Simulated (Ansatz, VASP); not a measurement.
## Two plane-wave programs on Ba7O

```
Ba O
1.0
     3.48557    2.01240    6.34762
    -3.48557    2.01240    6.34762
     0.00000   -4.02479    6.34762
Ba O
7 1
Direct
  0.50000 0.50000 0.00000
  0.00000 0.50000 0.50000
  0.50000 0.00000 0.50000
  0.50000 0.50000 0.50000
  0.00000 0.00000 0.50000
  0.50000 0.00000 0.00000
  0.00000 0.50000 0.00000
  0.00000 0.00000 0.00000
```

Alike in both runs: task single point; functional PBE; k mesh 3 × 3 × 3; occupations gaussian, width 0.1 eV; no spin polarisation.

|  | VASP | Ansatz |
| --- | --- | --- |
| version | VASP 6.6.1 | Ansatz 0.2.0 |
| potentials or method | VASP PAW PBE potentials, release 64 (Ba_sv, O), cutoff 520 eV | scalar-relativistic, plane waves, PAW |
| valence electrons in the cell | 76 | 76 |

|  | VASP | Ansatz | Ansatz less VASP |
| --- | --- | --- | --- |
| gap on the k mesh at the Fermi level (eV) | none | none | - |
| pressure (GPa) | 7.2 | 6.1 | -1.10 |
| traceless stress, the component that is largest in VASP (GPa) | -2.16 | -1.91 | +0.253 |

A gap of «none» marks a metal or a gap that the smearing closes. With one functional, cell and mesh, what is left measures potentials, basis and numerics.

The k mesh is coarse, so the values compare programs but aren't converged. Neither program's run includes spin-orbit coupling.
